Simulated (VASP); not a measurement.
# GaP2 (R-3m) in VASP: single point with PBE

Aim: the single point of GaP2 with PBE.

Everything below comes from runs of VASP 6.6.1. Logs are shortened: lines on timing, memory, paths and dates and some standing lists are left out, and cuts for length are marked.

### 1 The cell of the first run

The structure is trigonal, space group R-3m (No. 166). The conventional cell has a = 3.837 Å, b = 3.837 Å, c = 30.023 Å, α = 90.00°, β = 90.00°, γ = 120.00°. Ga (site symmetry 3m) has 4 P at 2.31 to 2.49 Å within 3.1 Å. Within 3.1 Å of P (site symmetry 3m) lie 3 P at 2.38 Å and 1 Ga at 2.49 Å. P (site symmetry 3m) has 3 Ga at 2.31 Å within 3.1 Å.

### 2 Single point, PBE

File INCAR:

```
SYSTEM = GaP2
  PREC = Accurate
  ENCUT = 520
  EDIFF = 1E-6
  ISMEAR = 0
  SIGMA = 0.1
  LREAL = .False.
  LASPH = .True.
  NELM = 60
  ALGO = Normal
  ISIF = 2
  LWAVE = .False.
  LCHARG = .False.
  GGA = PE
  NBANDS = 32
```

File KPOINTS:

```
regular mesh
0
Gamma
  12 12 12
  0 0 0
```

File POSCAR:

```
GaP2
1.0
    1.9184539481      1.1076199034     10.0077768091
   -1.9184539481      1.1076199034     10.0077768091
    0.0000000000     -2.2152398067     10.0077768091
Ga P
2 4
Direct
    0.2642297569      0.2642297569      0.2642297569
    0.7357702431      0.7357702431      0.7357702431
    0.1811913439      0.1811913439      0.1811913439
    0.8188086561      0.8188086561      0.8188086561
    0.6196585594      0.6196585594      0.6196585594
    0.3803414406      0.3803414406      0.3803414406
```

Potentials or basis: VASP PAW PBE potentials, release 64 (Ga_d, P).

Run with:

```console
cat potpaw_PBE.64/Ga_d/POTCAR potpaw_PBE.64/P/POTCAR > POTCAR
mpirun -np 1 vasp_std > vasp.out
```

OUTCAR:

```text
SYSTEM = GaP2
   PREC = Accurate
   ENCUT = 520
   EDIFF = 1E-6
   ISMEAR = 0
   LREAL = .False.
   LASPH = .True.
   NELM = 60
   ISIF = 2
   GGA = PE

 ion  position               nearest neighbor table
   1  0.264  0.264  0.264-   5 2.31   5 2.31   5 2.31   3 2.49
   2  0.736  0.736  0.736-   6 2.31   6 2.31   6 2.31   4 2.49
   3  0.181  0.181  0.181-   4 2.38   4 2.38   4 2.38   1 2.49
   4  0.819  0.819  0.819-   3 2.38   3 2.38   3 2.38   2 2.49
   5  0.620  0.620  0.620-   1 2.31   1 2.31   1 2.31
   6  0.380  0.380  0.380-   2 2.31   2 2.31   2 2.31

  LATTYP: Found a trigonal (rhomboedric) cell.
 ALAT       =    10.2500187347
 COS(alpha) =     0.9299378542

  Lattice vectors:

 A1 = (   1.9184539481,   1.1076199034,  10.0077768091)
 A2 = (  -1.9184539481,   1.1076199034,  10.0077768091)
 A3 = (   0.0000000000,  -2.2152398067,  10.0077768091)

Analysis of symmetry for initial positions (statically):
=====================================================================
 Subroutine PRICEL returns:
 Original cell was already a primitive cell.

 Routine SETGRP: Setting up the symmetry group for a
 trigonal (rhombohedral) supercell.

 Subroutine GETGRP returns: Found 12 space group operations
 (whereof 12 operations were pure point group operations)
 out of a pool of 12 trial point group operations.

The static configuration has the point symmetry D_3d.

Analysis of symmetry for dynamics (positions and initial velocities):
=====================================================================
 Subroutine PRICEL returns:
 Original cell was already a primitive cell.

 Routine SETGRP: Setting up the symmetry group for a
 trigonal (rhombohedral) supercell.

 Subroutine GETGRP returns: Found 12 space group operations
 (whereof 12 operations were pure point group operations)
 out of a pool of 12 trial point group operations.

The dynamic configuration has the point symmetry D_3d.

 Subroutine INISYM returns: Found 12 space group operations
 (whereof 12 operations are pure point group operations),
 and found     1 'primitive' translations

----------------------------------------------------------------------------------------

                                     Primitive cell

  volume of cell :     127.5942

  direct lattice vectors                    reciprocal lattice vectors
[... 97 lines left out ...]
   EDIFFG = 0.1E-04   stopping-criterion for IOM
   NSW    =      0    number of steps for IOM
   IBRION =     -1    ionic relax: 0-MD 1-quasi-New 2-CG
   NFREE  =      0    steps in history (QN), initial steepest desc. (CG)
   ISIF   =      2    stress and relaxation
   ISYM   =      2    0-nonsym 1-usesym 2-fastsym
   POTIM  = 0.5000    time-step for ionic-motion
   TEBEG  =    0.0;   TEEND  =   0.0 temperature during run
   PSTRESS=    0.0 pullay stress
   NELECT =      46.0000    total number of electrons
   NUPDOWN=      -1.0000    fix difference up-down
   EMIN   =  10.00;   EMAX   =-10.00  energy-range for DOS
   EFERMI =   0.00;   METHOD = LEGACY
   ISMEAR =     0;   SIGMA  =   0.10  broadening in eV -4-tet -1-fermi 0-gaus
   EFERMI_NEDOS =   21; number of points for ismear=-14 and -15
   IALGO  =     38    algorithm
   IMIX   =      4    mixing-type and parameters
     AMIX     =   0.40;   BMIX     =  1.00
     AMIX_MAG =   1.60;   BMIX_MAG =  1.00
  volume/ion in A,a.u.               =      21.27       143.51
  Fermi-wavevector in a.u.,A,eV,Ry     =   1.165155  2.201824 18.471088  1.357587
  Thomas-Fermi vector in A             =   2.301684
   LORBIT       =      0    0 simple, 1 ext, 2 COOP (PROOUT), +10 PAW based schemes
   GGA     = PE    functional components
   LHFCALC =     F    Hartree Fock is set to
   AEXX    =    0.0000 exact exchange contribution
   IVDW    =     0    specifies the selected vdW correction
   LEPSILON=     F    determine dielectric tensor
   LRPA    =     F    only Hartree local field effects (RPA)
 non-spin polarized calculation
 Gauss-broadening in eV      SIGMA  =   0.10
  energy-cutoff  :      520.00
  volume of cell :      127.59
 maximum number of plane-waves:      3461
 NGX is ok and might be reduce to    80
   NGX = 39   NGY = 39   NGZ = 39

 number of electron      46.0000001 magnetization

 Free energy of the ion-electron system (eV)
  ---------------------------------------------------
  ext. energy  EPLUGINS =         0.00000000
  ---------------------------------------------------
  free energy    TOTEN  =       -27.07201559 eV

  energy without entropy =      -27.06513118  energy(sigma->0) =      -27.06857338

 E-fermi :   4.4718     XC(G=0):  -9.5496

 val. band max:        4.4672774567   @ k =   0.4167   0.0000   0.0000
 cond. band min:       4.4879645480   @ k =   0.5000   0.0833   0.0833
 fundamental gap:      0.0206870913
 Fermi energy:         4.4717996223

 k-point     1 :       0.0000    0.0000    0.0000
  band No.  band energies     occupation
      1     -10.1352      2.00000
      2     -10.0658      2.00000
      3      -9.9715      2.00000
      4      -9.9715      2.00000
      5      -9.9695      2.00000
      6      -9.9695      2.00000
[... 829 lines left out ...]
     31      10.1034      0.00000
     32      10.7579      0.00000

 [... further k-points ...]

------------------------ aborting loop because EDIFF is reached ----------------------------------------

  FORCE on cell =-STRESS in cart. coord.  units (eV):
  Direction    XX          YY          ZZ          XY          YZ          ZX
  --------------------------------------------------------------------------------------
  -------------------------------------------------------------------------------------
  Total       -0.0901742     -0.0901742      0.0045166      0.0000000      0.0000000     -0.0000000
  in kB       -1.1323006     -1.1323006      0.0567141      0.0000000      0.0000000     -0.0000000
  external PRESSURE =      -0.7359624 kB  Pullay stress =       0.0000000 kB

 VOLUME and BASIS-vectors are now :
 -----------------------------------------------------------------------------
  energy-cutoff  :      520.00
  volume of cell :      127.59
      direct lattice vectors                 reciprocal lattice vectors
     1.918453948  1.107619903 10.007776809     0.260626532  0.150472799  0.033307431
    -1.918453948  1.107619903 10.007776809    -0.260626532  0.150472799  0.033307431
     0.000000000 -2.215239807 10.007776809     0.000000000 -0.300945597  0.033307431

 POSITION                                       TOTAL-FORCE (eV/Angst)
 -----------------------------------------------------------------------------------
      0.00000      0.00000      7.93306         0.000000      0.000000      0.004414
      0.00000      0.00000     22.09027         0.000000     -0.000000     -0.004414
      0.00000      0.00000      5.43997         0.000000     -0.000000     -0.002164
      0.00000      0.00000     24.58336         0.000000      0.000000      0.002164
      0.00000      0.00000     18.60421         0.000000     -0.000000     -0.003738
      0.00000      0.00000     11.41912         0.000000      0.000000      0.003738
 -----------------------------------------------------------------------------------
    total drift:                                0.000000      0.000000     -0.000000

  FREE ENERGIE OF THE ION-ELECTRON SYSTEM (eV)
  ---------------------------------------------------
  free  energy   TOTEN  =       -27.0720155915 eV

  energy  without entropy=      -27.0651311775  energy(sigma->0) =      -27.06857338
```

Run time: 85 min. Hardware: 1 thread of Intel Xeon Platinum 8488C (Sapphire Rapids), shared host; peak memory 1.3 GiB.

What came out:

```yaml
Free_energy: -27.0720 eV
Pressure: -0.1 GPa
Largest_force: 0.004 eV/Å
Band_gap_on_the_k_mesh: zero (bands 23 and 24 overlap by 0.36 eV)
```

Forces on the atoms (eV/Å):
```
Ga   0.000  0.000  0.004
Ga   0.000  0.000 -0.004
P    0.000  0.000 -0.002
P    0.000  0.000  0.002
P    0.000  0.000 -0.004
P    0.000  0.000  0.004
```

Stress tensor (GPa, compression positive):
```
-0.11  0.00  0.00
 0.00 -0.11  0.00
 0.00  0.00  0.01
```

Levels at points of the mesh, in eV from the Fermi level:
```tsv
k point	band 20	band 21	band 22	band 23	band 24	band 25	band 26	band 27
(0.00, 0.00, 0.00)	-0.53	-0.39	-0.29	-0.29	-0.11	1.06	1.06	2.29
(0.50, 0.00, 0.00)	-2.09	-1.82	-1.56	-0.64	-0.09	1.92	2.39	2.68
(0.50, 0.50, 0.00)	-2.00	-1.68	-1.05	-0.53	-0.14	1.76	1.86	2.91
(0.50, 0.50, 0.50)	-0.62	-0.62	-0.16	-0.16	1.01	1.01	1.12	2.25
```

Caveat: semilocal functionals underestimate gaps, so a narrow gap can read as zero.
